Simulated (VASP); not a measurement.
# NbWCN (P4/mmm) in VASP: single point with PBE

Aim: the single point of NbWCN with PBE.

Program: VASP 6.6.1. These are calculated values, not measurements. Logs are shortened: lines on timing, memory, paths and dates and some standing lists are left out, and cuts for length are marked.

### Step 1. The cell of the first run

It takes space group P4/mmm (No. 123, tetragonal). The conventional cell has a = 3.989 Å, b = 3.989 Å, c = 3.955 Å, α = 90.00°, β = 90.00°, γ = 90.00°. Within 2.6 Å of Nb (site symmetry 4/mmm) lie 2 C at 1.98 Å. Within 2.6 Å of W (site symmetry 4/mmm) lie 2 N at 1.98 Å. C (site symmetry 4/mmm) has 2 Nb at 1.98 Å within 2.6 Å. N (site symmetry 4/mmm) has 2 W at 1.98 Å within 2.6 Å.

### Step 2. Single point, PBE

Contents of INCAR:

```
SYSTEM = NbWCN
PREC     = Accurate       ! precision mode
ENCUT    = 520            ! plane-wave cutoff, eV
EDIFF    = 1E-6           ! SCF threshold, eV
ISMEAR   = 0              ! smearing method
SIGMA    = 0.1            ! smearing width, eV
LREAL    = .FALSE.        ! projectors in reciprocal space
LASPH    = .TRUE.         ! aspherical terms in the spheres
NELM     = 80             ! most SCF steps
ALGO     = Normal         ! electronic algorithm
ISIF     = 2              ! what is computed and relaxed
LWAVE    = .FALSE.        ! write WAVECAR
LCHARG   = .FALSE.        ! write CHGCAR
GGA      = PE             ! functional
NBANDS   = 26             ! bands
```

Contents of KPOINTS:

```
regular mesh
0
G
  12 12 12
  0 0 0
```

Contents of POSCAR:

```
NbWCN
1.0
    3.9894281146      0.0000000000      0.0000000000
    0.0000000000      3.9894281146      0.0000000000
    0.0000000000      0.0000000000      3.9554390031
Nb W C N
1 1 1 1
Direct
    0.5000000000      0.5000000000      0.5000000000
    0.0000000000      0.0000000000      0.5000000000
    0.5000000000      0.5000000000      0.0000000000
    0.0000000000      0.0000000000      0.0000000000
```

Potentials or basis: VASP PAW PBE potentials, release 64 (Nb_sv, W_sv, C, N).

Started as:

```bash
$ cat potpaw_PBE.64/Nb_sv/POTCAR potpaw_PBE.64/W_sv/POTCAR potpaw_PBE.64/C/POTCAR potpaw_PBE.64/N/POTCAR > POTCAR
$ mpirun -np 1 vasp_std > vasp.out
```

OUTCAR:

```text
SYSTEM = NbWCN
   PREC = Accurate
   ENCUT = 520
   EDIFF = 1E-6
   ISMEAR = 0
   LREAL = .FALSE.
   LASPH = .TRUE.
   NELM = 80
   ISIF = 2
   GGA = PE

 ion  position               nearest neighbor table
   1  0.500  0.500  0.500-   3 1.98   3 1.98   2 2.82   2 2.82   2 2.82   2 2.82
   2  0.000  0.000  0.500-   4 1.98   4 1.98   1 2.82   1 2.82   1 2.82   1 2.82
   3  0.500  0.500  0.000-   1 1.98   1 1.98
   4  0.000  0.000  0.000-   2 1.98   2 1.98

  LATTYP: Found a simple tetragonal cell.
 ALAT       =     3.9894281146
 C/A-ratio  =     0.9914802045

  Lattice vectors:

 A1 = (   3.9894281146,   0.0000000000,   0.0000000000)
 A2 = (   0.0000000000,   3.9894281146,   0.0000000000)
 A3 = (   0.0000000000,   0.0000000000,   3.9554390031)

Analysis of symmetry for initial positions (statically):
=====================================================================
 Subroutine PRICEL returns:
 Original cell was already a primitive cell.

 Routine SETGRP: Setting up the symmetry group for a
 simple tetragonal supercell.

 Subroutine GETGRP returns: Found 16 space group operations
 (whereof 16 operations were pure point group operations)
 out of a pool of 16 trial point group operations.

The static configuration has the point symmetry D_4h.

Analysis of symmetry for dynamics (positions and initial velocities):
=====================================================================
 Subroutine PRICEL returns:
 Original cell was already a primitive cell.

 Routine SETGRP: Setting up the symmetry group for a
 simple tetragonal supercell.

 Subroutine GETGRP returns: Found 16 space group operations
 (whereof 16 operations were pure point group operations)
 out of a pool of 16 trial point group operations.

The dynamic configuration has the point symmetry D_4h.

 Subroutine INISYM returns: Found 16 space group operations
 (whereof 16 operations are pure point group operations),
 and found     1 'primitive' translations

----------------------------------------------------------------------------------------

                                     Primitive cell

  volume of cell :      62.9529

  direct lattice vectors                    reciprocal lattice vectors
     3.989428115  0.000000000  0.000000000     0.250662494  0.000000000  0.000000000
     0.000000000  3.989428115  0.000000000     0.000000000  0.250662494  0.000000000
     0.000000000  0.000000000  3.955439003     0.000000000  0.000000000  0.252816438
[... 88 lines left out ...]
   EDIFF  = 0.1E-05   stopping-criterion for ELM
   LREAL  =      F    real-space projection
   EDIFFG = 0.1E-04   stopping-criterion for IOM
   NSW    =      0    number of steps for IOM
   IBRION =     -1    ionic relax: 0-MD 1-quasi-New 2-CG
   NFREE  =      0    steps in history (QN), initial steepest desc. (CG)
   ISIF   =      2    stress and relaxation
   ISYM   =      2    0-nonsym 1-usesym 2-fastsym
   POTIM  = 0.5000    time-step for ionic-motion
   TEBEG  =    0.0;   TEEND  =   0.0 temperature during run
   PSTRESS=    0.0 pullay stress
   NELECT =      36.0000    total number of electrons
   NUPDOWN=      -1.0000    fix difference up-down
   EMIN   =  10.00;   EMAX   =-10.00  energy-range for DOS
   EFERMI =   0.00;   METHOD = LEGACY
   ISMEAR =     0;   SIGMA  =   0.10  broadening in eV -4-tet -1-fermi 0-gaus
   EFERMI_NEDOS =   21; number of points for ismear=-14 and -15
   IALGO  =     38    algorithm
   IMIX   =      4    mixing-type and parameters
     AMIX     =   0.40;   BMIX     =  1.00
     AMIX_MAG =   1.60;   BMIX_MAG =  1.00
  volume/ion in A,a.u.               =      15.74       106.21
  Fermi-wavevector in a.u.,A,eV,Ry     =   1.358846  2.567847 25.122658  1.846463
  Thomas-Fermi vector in A             =   2.485645
   LORBIT       =      0    0 simple, 1 ext, 2 COOP (PROOUT), +10 PAW based schemes
   GGA     = PE    functional components
   LHFCALC =     F    Hartree Fock is set to
   AEXX    =    0.0000 exact exchange contribution
   IVDW    =     0    specifies the selected vdW correction
   LEPSILON=     F    determine dielectric tensor
   LRPA    =     F    only Hartree local field effects (RPA)
 non-spin polarized calculation
 Gauss-broadening in eV      SIGMA  =   0.10
  energy-cutoff  :      520.00
  volume of cell :       62.95
 maximum number of plane-waves:      1743
 NGX is ok and might be reduce to    30
   NGX = 15   NGY = 15   NGZ = 15

 number of electron      35.9999996 magnetization

 Free energy of the ion-electron system (eV)
  ---------------------------------------------------
  ext. energy  EPLUGINS =         0.00000000
  ---------------------------------------------------
  free energy    TOTEN  =       -34.23323109 eV

  energy without entropy =      -34.21212994  energy(sigma->0) =      -34.22268052

 E-fermi :   6.0027     XC(G=0): -11.1877

 val. band max:        5.9968437256   @ k =   0.2500   0.2500   0.0833
 cond. band min:       6.0058842659   @ k =   0.4167   0.0833   0.1667
 fundamental gap:      0.0090405403
 Fermi energy:         6.0027267123

 k-point     1 :       0.0000    0.0000    0.0000
  band No.  band energies     occupation
      1     -67.8545      2.00000
      2     -48.3605      2.00000
      3     -32.1130      2.00000
      4     -32.0575      2.00000
      5     -32.0575      2.00000
      6     -24.5775      2.00000
[... 685 lines left out ...]
     25       9.0398      0.00000
     26      11.2223      0.00000

 [... further k-points ...]

------------------------ aborting loop because EDIFF is reached ----------------------------------------

  FORCE on cell =-STRESS in cart. coord.  units (eV):
  Direction    XX          YY          ZZ          XY          YZ          ZX
  --------------------------------------------------------------------------------------
  -------------------------------------------------------------------------------------
  Total       -0.0419799     -0.0419799      0.2072177      0.0000000     -0.0000000      0.0000000
  in kB       -1.0684043     -1.0684043      5.2737740      0.0000000     -0.0000000      0.0000000
  external PRESSURE =       1.0456552 kB  Pullay stress =       0.0000000 kB

 VOLUME and BASIS-vectors are now :
 -----------------------------------------------------------------------------
  energy-cutoff  :      520.00
  volume of cell :       62.95
      direct lattice vectors                 reciprocal lattice vectors
     3.989428115  0.000000000  0.000000000     0.250662494  0.000000000  0.000000000
     0.000000000  3.989428115  0.000000000     0.000000000  0.250662494  0.000000000
     0.000000000  0.000000000  3.955439003     0.000000000  0.000000000  0.252816438

 POSITION                                       TOTAL-FORCE (eV/Angst)
 -----------------------------------------------------------------------------------
      1.99471      1.99471      1.97772         0.000000      0.000000      0.000000
      0.00000      0.00000      1.97772         0.000000      0.000000      0.000000
      1.99471      1.99471      0.00000         0.000000      0.000000      0.000000
      0.00000      0.00000      0.00000         0.000000      0.000000      0.000000
 -----------------------------------------------------------------------------------
    total drift:                                0.000000      0.000000      0.000000

  FREE ENERGIE OF THE ION-ELECTRON SYSTEM (eV)
  ---------------------------------------------------
  free  energy   TOTEN  =       -34.2332310942 eV

  energy  without entropy=      -34.2121299382  energy(sigma->0) =      -34.22268052
```

OSZICAR:

```text
N       E                     dE             d eps       ncg     rms          rms(c)
DAV:   1     0.372886859574E+03    0.37289E+03   -0.20164E+04 10296   0.143E+03
DAV:   2    -0.135505912027E+02   -0.38644E+03   -0.37369E+03 12112   0.487E+02
DAV:   3    -0.393668975437E+02   -0.25816E+02   -0.24757E+02 16716   0.107E+02
DAV:   4    -0.409750453497E+02   -0.16081E+01   -0.15829E+01 14758   0.215E+01
DAV:   5    -0.410174754997E+02   -0.42430E-01   -0.42323E-01 14686   0.304E+00    0.266E+01
DAV:   6    -0.427229379350E+02   -0.17055E+01   -0.90907E+01 12944   0.448E+01    0.176E+01
DAV:   7    -0.346335979735E+02    0.80893E+01   -0.27777E+01 11508   0.248E+01    0.966E+00
DAV:   8    -0.343005099082E+02    0.33309E+00   -0.23078E+00 13554   0.833E+00    0.700E+00
DAV:   9    -0.342974724362E+02    0.30375E-02   -0.91461E-01 11452   0.523E+00    0.249E+00
DAV:  10    -0.342375165900E+02    0.59956E-01   -0.22429E-01 12642   0.230E+00    0.653E-01
DAV:  11    -0.342327823440E+02    0.47342E-02   -0.31650E-02 13850   0.970E-01    0.336E-01
DAV:  12    -0.342333134234E+02   -0.53108E-03   -0.28650E-03 13818   0.329E-01    0.160E-01
DAV:  13    -0.342332365067E+02    0.76917E-04   -0.56701E-04 14042   0.146E-01    0.518E-02
DAV:  14    -0.342332364142E+02    0.92549E-07   -0.99291E-05 11878   0.617E-02    0.209E-02
DAV:  15    -0.342332312432E+02    0.51710E-05   -0.31787E-05 10432   0.269E-02    0.552E-03
DAV:  16    -0.342332310942E+02    0.14894E-06   -0.24357E-06  8262   0.118E-02
   1 F= -.34233231E+02 E0= -.34222681E+02  d E =-.211012E-01
```

stdout:

```text
POSCAR found type information on POSCAR NbW C N
 POSCAR found :  4 types and       4 ions
 scaLAPACK will be used
 LDA part: xc-table for (Slater+PW92), standard interpolation
 POSCAR, INCAR and KPOINTS ok, starting setup
 FFT: planning ... GRIDC
 FFT: planning ... GRID_SOFT
 FFT: planning ... GRID
 WAVECAR not read
 entering main loop
```

Wall time 4 min (1 thread of AMD EPYC 7R13 (Zen 3), shared host); peak memory 0.41 GiB.

Results:

```
Free energy            : -34.2332 eV
Pressure               : 0.1 GPa
Band gap on the k mesh : zero (band 18 reaches 7.24 eV, above the bottom of band 19 at 4.76 eV)
```

Caveat: spin-orbit coupling is left out, which moves the levels of the heavy elements.
